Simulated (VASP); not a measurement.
# V (Im-3m) in VASP: further runs, part 2 of 2

VASP 6.6.1.

### Step 5. Single point, PBEsol (volume scaled by 1.10)

INCAR

```
SYSTEM = V
  ALGO = Normal
  EDIFF = 1E-6
  ENCUT = 520
  GGA = PS
  ISIF = 2
  ISMEAR = 0
  LASPH = .True.
  LCHARG = .False.
  LREAL = .False.
  LWAVE = .False.
  NBANDS = 12
  NELM = 60
  PREC = Accurate
  SIGMA = 0.1
```

KPOINTS

```
k-points
0
Gamma
  20 20 20
  0 0 0
```

POSCAR

```
V
1.0
   -1.5271805998      1.5271805998      1.5271805998
    1.5271805998     -1.5271805998      1.5271805998
    1.5271805998      1.5271805998     -1.5271805998
V
1
Direct
    0.0000000000      0.0000000000      0.0000000000
```

Run with:

```
> cat potpaw_PBE.64/V_sv/POTCAR > POTCAR
> mpirun -np 1 vasp_std > vasp.out
```

Run time: 12 s. Hardware: 1 thread of Intel Xeon 6975P-C (Granite Rapids), shared host; peak memory 0.15 GiB.

Results (log left out):

| Property | Result |
| --- | --- |
| Free energy | -9.5727 eV |
| Pressure | -15.5 GPa |

Levels at points of the mesh, in eV from the Fermi level:
```csv
k point,band 3,band 4,band 5,band 6,band 7,band 8,band 9,band 10,band 11,band 12
"(0.00, 0.00, 0.00)",-37.03,-37.03,-6.47,0.40,0.40,0.40,2.26,2.26,20.05,20.05
"(0.50, 0.00, 0.00)",-37.27,-37.04,-3.00,-1.03,1.46,2.26,2.59,3.84,9.49,15.47
"(0.50, 0.50, 0.50)",-37.56,-37.56,-2.76,-2.76,3.48,3.48,3.48,9.67,9.67,9.67
```

Caveat: the cell differs from its parent crystal (volume scaled by 1.10); the PAW data sets were made with another functional, which shifts forces and pressure a little.

### Step 6. Relaxation of cell and atoms, PBEsol

This run uses another cell than the first one, of 13.05 Å³/atom, 0.978 times its volume.

INCAR

```
  ALGO = Normal
  EDIFF = 1E-6
  EDIFFG = -0.005
  ENCUT = 600
  GGA = PS
  IBRION = 2
  ISIF = 3
  ISMEAR = 0
  LASPH = True
  LCHARG = False
  LREAL = False
  LWAVE = False
  NELM = 100
  NSW = 100
  PREC = Accurate
  SIGMA = 0.1
```

KPOINTS

```
k-points
0
Gamma
  20 20 20
```

POSCAR

```
V
1.0
   -1.4830381138      1.4830381138      1.4830381138
    1.4830381138     -1.4830381138      1.4830381138
    1.4830381138      1.4830381138     -1.4830381138
V
1
Direct
    0.0000000000      0.0000000000      0.0000000000
```

Potentials or basis: VASP PAW PBE potentials, release 64 (V_sv).

Run with:

```
> cat potpaw_PBE.64/V_sv/POTCAR > POTCAR
> mpirun -np 1 vasp_std > vasp.out
```

OUTCAR:

```text
EDIFF = 1E-6
   EDIFFG = -0.005
   ENCUT = 600
   GGA = PS
   IBRION = 2
   ISIF = 3
   ISMEAR = 0
   LASPH = True
   LREAL = False
   NELM = 100
   NSW = 100
   PREC = Accurate

 ion  position               nearest neighbor table
   1  0.000  0.000  0.000-

  LATTYP: Found a body centered cubic cell.
 ALAT       =     2.9660762276

  Lattice vectors:

 A1 = (  -1.4830381138,   1.4830381138,   1.4830381138)
 A2 = (   1.4830381138,  -1.4830381138,   1.4830381138)
 A3 = (   1.4830381138,   1.4830381138,  -1.4830381138)

Analysis of symmetry for initial positions (statically):
=====================================================================
 Subroutine PRICEL returns:
 Original cell was already a primitive cell.

 Routine SETGRP: Setting up the symmetry group for a
 body centered cubic supercell.

 Subroutine GETGRP returns: Found 48 space group operations
 (whereof 48 operations were pure point group operations)
 out of a pool of 48 trial point group operations.

The static configuration has the point symmetry O_h .

Analysis of symmetry for dynamics (positions and initial velocities):
=====================================================================
 Subroutine PRICEL returns:
 Original cell was already a primitive cell.

 Routine SETGRP: Setting up the symmetry group for a
 body centered cubic supercell.

 Subroutine GETGRP returns: Found 48 space group operations
 (whereof 48 operations were pure point group operations)
 out of a pool of 48 trial point group operations.

The dynamic configuration has the point symmetry O_h .

 Subroutine INISYM returns: Found 48 space group operations
 (whereof 48 operations are pure point group operations),
 and found     1 'primitive' translations

----------------------------------------------------------------------------------------

                                     Primitive cell

  volume of cell :      13.0472

  direct lattice vectors                    reciprocal lattice vectors
    -1.483038114  1.483038114  1.483038114     0.000000000  0.337145752  0.337145752
     1.483038114 -1.483038114  1.483038114     0.337145752  0.000000000  0.337145752
     1.483038114  1.483038114 -1.483038114     0.337145752  0.337145752  0.000000000

  length of vectors
     2.568697363  2.568697363  2.568697363     0.476796095  0.476796095  0.476796095

  position of ions in fractional coordinates (direct lattice)
     0.000000000  0.000000000  0.000000000

  ion indices of the primitive-cell ions
   primitive index   ion index
                 1           1

----------------------------------------------------------------------------------------

 KPOINTS: k-points

Automatic generation of k-mesh.
 Grid dimensions read from file:
 generate k-points for:   20   20   20

 Generating k-lattice:

  Cartesian coordinates                     Fractional coordinates (reciprocal lattice)
     0.000000000  0.016857288  0.016857288     0.050000000  0.000000000  0.000000000
     0.016857288  0.000000000  0.016857288     0.000000000  0.050000000  0.000000000
     0.016857288  0.016857288  0.000000000     0.000000000  0.000000000  0.050000000

  Length of vectors
     0.023839805  0.023839805  0.023839805

  Shift w.r.t. Gamma in fractional coordinates (k-lattice)
     0.000000000  0.000000000  0.000000000

 Subroutine IBZKPT returns following result:
 ===========================================

 Found    256 irreducible k-points:

 Following reciprocal coordinates:
            Coordinates               Weight
  0.000000  0.000000  0.000000      1.000000
  0.050000  0.000000  0.000000     12.000000
  0.100000  0.000000  0.000000     12.000000
  0.150000  0.000000  0.000000     12.000000
  0.200000  0.000000  0.000000     12.000000
  0.250000  0.000000  0.000000     12.000000
[... 16 lines left out ...]
  0.200000  0.100000  0.000000     48.000000
  0.250000  0.100000 -0.000000     48.000000
 [... further k-points ...]
   k-points           NKPTS =    256   k-points in BZ     NKDIM =    256   number of bands    NBANDS=     10
   number of dos      NEDOS =    301   number of ions     NIONS =      1
   total plane-waves  NPLWV =  13824
   dimension x,y,z NGX =    24 NGY =   24 NGZ =   24
   dimension x,y,z NGXF=    48 NGYF=   48 NGZF=   48
   ions per type =               1
   NGX,Y,Z   is equivalent  to a cutoff of  15.53, 15.53, 15.53 a.u.
   NGXF,Y,Z  is equivalent  to a cutoff of  31.07, 31.07, 31.07 a.u.
 SYSTEM =  unknown system
   PREC   = accura    normal or accurate (medium, high low for compatibility)
   ISTART =      0    job   : 0-new  1-cont  2-samecut
   ICHARG =      2    charge: 1-file 2-atom 10-const
   ISPIN  =      1    spin polarized calculation?
   LNONCOLLINEAR =      F non collinear calculations
   LSORBIT =      F    spin-orbit coupling
   LASPH  =      T    aspherical Exc in radial PAW
   ENCUT  =  600.0 eV  44.10 Ry    6.64 a.u.   5.13  5.13  5.13*2*pi/ulx,y,z
   NELM   =    100;   NELMIN=  2; NELMDL= -5     # of ELM steps
   EDIFF  = 0.1E-05   stopping-criterion for ELM
   LREAL  =      F    real-space projection
   EDIFFG = -.5E-02   stopping-criterion for IOM
   NSW    =    100    number of steps for IOM
   IBRION =      2    ionic relax: 0-MD 1-quasi-New 2-CG
   NFREE  =      1    steps in history (QN), initial steepest desc. (CG)
   ISIF   =      3    stress and relaxation
   ISYM   =      2    0-nonsym 1-usesym 2-fastsym
   POTIM  = 0.5000    time-step for ionic-motion
   TEBEG  =    0.0;   TEEND  =   0.0 temperature during run
   PSTRESS=    0.0 pullay stress
   NELECT =      13.0000    total number of electrons
   NUPDOWN=      -1.0000    fix difference up-down
   EMIN   =  10.00;   EMAX   =-10.00  energy-range for DOS
   EFERMI =   0.00;   METHOD = LEGACY
   ISMEAR =     0;   SIGMA  =   0.10  broadening in eV -4-tet -1-fermi 0-gaus
   EFERMI_NEDOS =   21; number of points for ismear=-14 and -15
   IALGO  =     38    algorithm
   IMIX   =      4    mixing-type and parameters
     AMIX     =   0.40;   BMIX     =  1.00
     AMIX_MAG =   1.60;   BMIX_MAG =  1.00
  volume/ion in A,a.u.               =      13.05        88.05
  Fermi-wavevector in a.u.,A,eV,Ry     =   1.635123  3.089934 36.376886  2.673626
  Thomas-Fermi vector in A             =   2.726648
   LORBIT       =      0    0 simple, 1 ext, 2 COOP (PROOUT), +10 PAW based schemes
   GGA     = PS    functional components
   LHFCALC =     F    Hartree Fock is set to
   AEXX    =    0.0000 exact exchange contribution
   IVDW    =     0    specifies the selected vdW correction
   LEPSILON=     F    determine dielectric tensor
   LRPA    =     F    only Hartree local field effects (RPA)
 conjugate gradient relaxation of ions
 non-spin polarized calculation
 Gauss-broadening in eV      SIGMA  =   0.10
  energy-cutoff  :      600.00
  volume of cell :       13.05
 maximum number of plane-waves:       466
 NGX is ok and might be reduce to    24
   NGX = 11   NGY = 11   NGZ = 11

--------------------------------------- Ionic step        1  -------------------------------------------

 number of electron      12.9999997 magnetization

 Free energy of the ion-electron system (eV)
  ---------------------------------------------------
  ext. energy  EPLUGINS =         0.00000000
  ---------------------------------------------------
  free energy    TOTEN  =        -9.63890633 eV

  energy without entropy =       -9.63042058  energy(sigma->0) =       -9.63466346

 E-fermi :   9.9572     XC(G=0): -13.2345

 val. band max:        9.9515951375   @ k =   0.3000   0.0000   0.0000
 cond. band min:       9.9649710377   @ k =  -0.4500   0.5000   0.1000
 fundamental gap:      0.0133759002
 Fermi energy:         9.9572192120

 k-point     1 :       0.0000    0.0000    0.0000
  band No.  band energies     occupation
      1     -53.4801      2.00000
      2     -26.8262      2.00000
      3     -26.8262      2.00000
      4     -26.8262      2.00000
      5       3.2976      2.00000
      6      10.3783      0.00000
      7      10.3783      0.00000
      8      10.3783      0.00000
      9      12.4649      0.00000
     10      12.4649      0.00000
[... 366 lines left out ...]
  energy  without entropy=       -9.6302529116  energy(sigma->0) =       -9.63444136

--------------------------------------- Ionic step        3  -------------------------------------------

 number of electron      12.9999997 magnetization

 Free energy of the ion-electron system (eV)
  ---------------------------------------------------
  ext. energy  EPLUGINS =         0.00000000
  ---------------------------------------------------
  free energy    TOTEN  =        -9.63924031 eV

  energy without entropy =       -9.63080234  energy(sigma->0) =       -9.63502132

 E-fermi :  10.0413     XC(G=0): -13.2710

 val. band max:       10.0385774985   @ k =   0.3000   0.0000   0.0000
 cond. band min:      10.0532928900   @ k =  -0.3500   0.4500   0.1500
 fundamental gap:      0.0147153915
 Fermi energy:        10.0413362969

 k-point     1 :       0.0000    0.0000    0.0000
  band No.  band energies     occupation
      1     -53.3889      2.00000
      2     -26.7230      2.00000
      3     -26.7230      2.00000
      4     -26.7230      2.00000
      5       3.3685      2.00000
      6      10.4634      0.00000
      7      10.4634      0.00000
      8      10.4634      0.00000
      9      12.5674      0.00000
     10      12.5674      0.00000
[... 327 lines left out ...]
  FREE ENERGIE OF THE ION-ELECTRON SYSTEM (eV)
  ---------------------------------------------------
  free  energy   TOTEN  =        -9.6392403124 eV

  energy  without entropy=       -9.6308023350  energy(sigma->0) =       -9.63502132

 reached required accuracy - stopping structural energy minimisation
```

OSZICAR:

```text
N       E                     dE             d eps       ncg     rms          rms(c)
DAV:   1     0.942429442641E+02    0.94243E+02   -0.79844E+03  5128   0.159E+03
DAV:   2    -0.957756424335E+01   -0.10382E+03   -0.10162E+03  5250   0.392E+02
DAV:   3    -0.111442852540E+02   -0.15667E+01   -0.15353E+01  5340   0.570E+01
[... 18 lines left out ...]
DAV:   2    -0.963950690671E+01    0.16595E-01   -0.75170E-02  5134   0.406E+00    0.285E-01
DAV:   3    -0.963932342486E+01    0.18348E-03   -0.24539E-04  5120   0.248E-01    0.159E-01
DAV:   4    -0.963923888537E+01    0.84539E-04   -0.16712E-04  5126   0.179E-01    0.112E-02
DAV:   5    -0.963924009792E+01   -0.12126E-05   -0.26721E-06  4762   0.242E-02    0.327E-03
DAV:   6    -0.963924031237E+01   -0.21445E-06   -0.35144E-07  2560   0.860E-03
   3 F= -.96392403E+01 E0= -.96350213E+01  d E =-.333981E-03
```

CONTCAR:

```text
V
   1.00000000000000
    -1.4797925349263774    1.4797925349263774    1.4797925349263774
     1.4797925349263774   -1.4797925349263774    1.4797925349263774
     1.4797925349263774    1.4797925349263774   -1.4797925349263774
  V
     1
Direct
     0.0000000000000000    0.0000000000000000    0.0000000000000000

  0.00000000E+00  0.00000000E+00  0.00000000E+00
```

Run time: 34 s. Hardware: 1 thread of Intel Xeon Platinum 8488C (Sapphire Rapids), shared host; peak memory 0.18 GiB.

Results:

| Property | Result |
| --- | --- |
| Free energy | -9.6392 eV |
| Relaxed volume | 12.96 Å³/atom |
| Relaxed cell | a = 2.563 Å, b = 2.563 Å, c = 2.563 Å, α = 109.47°, β = 109.47°, γ = 109.47° |
| Space group after relaxing (to 0.05 Å) | Im-3m (No. 229) |
| Energy gained by relaxing | 0.3 meV/atom |
| Ionic steps | 3 |
| Pressure after relaxing | 0.0 GPa |

The path:
```tsv
step	energy change (eV)	largest force (eV/Å)	pressure (GPa)	volume (Å³)
1	0.0000	0.0000	-1.29	13.05
2	0.0003	0.0000	1.83	12.85
3	-0.0003	0.0000	0.01	12.96
```

Final structure:
```cif
data_structure
_symmetry_space_group_name_H-M 'P 1'
_symmetry_Int_Tables_number 1
_cell_length_a 2.5631
_cell_length_b 2.5631
_cell_length_c 2.5631
_cell_angle_alpha 109.471
_cell_angle_beta 109.471
_cell_angle_gamma 109.471
_cell_volume 12.96
loop_
_atom_site_label
_atom_site_type_symbol
_atom_site_fract_x
_atom_site_fract_y
_atom_site_fract_z
_atom_site_occupancy
V1 V 0.00000 0.00000 0.00000 1
```

Levels at points of the mesh, in eV from the Fermi level:
| k point | band 5 | band 6 | band 7 | band 8 | band 9 | band 10 |
| --- | --- | --- | --- | --- | --- | --- |
| (0.00, 0.00, 0.00) | -6.67 | 0.42 | 0.42 | 0.42 | 2.53 | 2.53 |
| (0.50, 0.00, 0.00) | -3.32 | -1.21 | 1.79 | 2.54 | 2.91 | 4.36 |
| (0.50, 0.50, 0.50) | -3.18 | -3.18 | 3.94 | 3.94 | 3.94 | 10.55 |

Caveat: the PAW data sets were made with another functional, which shifts forces and pressure a little.

### Step 7. The runs side by side

| task | cell | cutoff (eV) | gap on the mesh (eV) | pressure (GPa) |
| --- | --- | --- | --- | --- |
| single point | a = 2.588 Å, angles 109.5°, 1 atom | 520 | none | -5.2 |
| single point | a = 2.613 Å, angles 109.5°, 1 atom | 520 | none | -10.1 |
| single point | a = 2.623 Å, angles 109.5°, 1 atom | 520 | none | -11.9 |
| single point | a = 2.645 Å, angles 109.5°, 1 atom | 520 | none | -15.5 |
| relaxation of cell and atoms | relaxed from a = 2.569 Å, angles 109.5°, 1 atom | 600 | none | 0.0 |

Alike in all rows: level PBEsol; potentials or basis VASP PAW PBE potentials, release 64 (V_sv); no spin polarisation; k mesh 20 × 20 × 20; smearing gaussian 0.1 eV.

Caveats: the PAW data sets were made with another functional, which shifts forces and pressure a little.

Total energies depend on the potentials used, so only differences within one code and one set of settings carry meaning.
